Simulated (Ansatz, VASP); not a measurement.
# Mo2C3 in VASP and in Ansatz

```
Mo C
1.0
     3.83145    0.00000    0.00000
     0.00000    3.83145    0.00000
     0.00000    0.00000    5.67855
Mo C
2 3
Direct
  0.50000 0.00000 0.50000
  0.00000 0.50000 0.50000
  0.00000 0.00000 0.34636
  0.00000 0.00000 0.65364
  0.00000 0.00000 0.00000
```

Alike in both runs: task relaxation of cell and atoms; functional PBE; k mesh 4 × 4 × 4; occupations gaussian, width 0.1 eV; no spin polarisation.

|  | VASP | Ansatz |
| --- | --- | --- |
| version | VASP 6.6.1 | Ansatz 0.2.0 |
| potentials or method | VASP PAW PBE potentials, release 64 (Mo_sv, C), cutoff 600 eV | scalar-relativistic, plane waves, PAW |
| valence electrons in the cell | 40 | 40 |

VASP gave:

- gap on the k mesh at the Fermi level, each at its own relaxed structure (eV): none
- relaxed volume (Å³/atom): 14.26
- relaxed cell length with the largest relative difference (Å): 5.393

Question: Which values does Ansatz return?

Answer: gap on the k mesh at the Fermi level, each at its own relaxed structure (eV): none; relaxed volume (Å³/atom): 14.27; relaxed cell length with the largest relative difference (Å): 5.400.

A gap of «none» marks a metal or a gap that the smearing closes.

The k mesh is coarse, so the values compare programs but aren't converged.
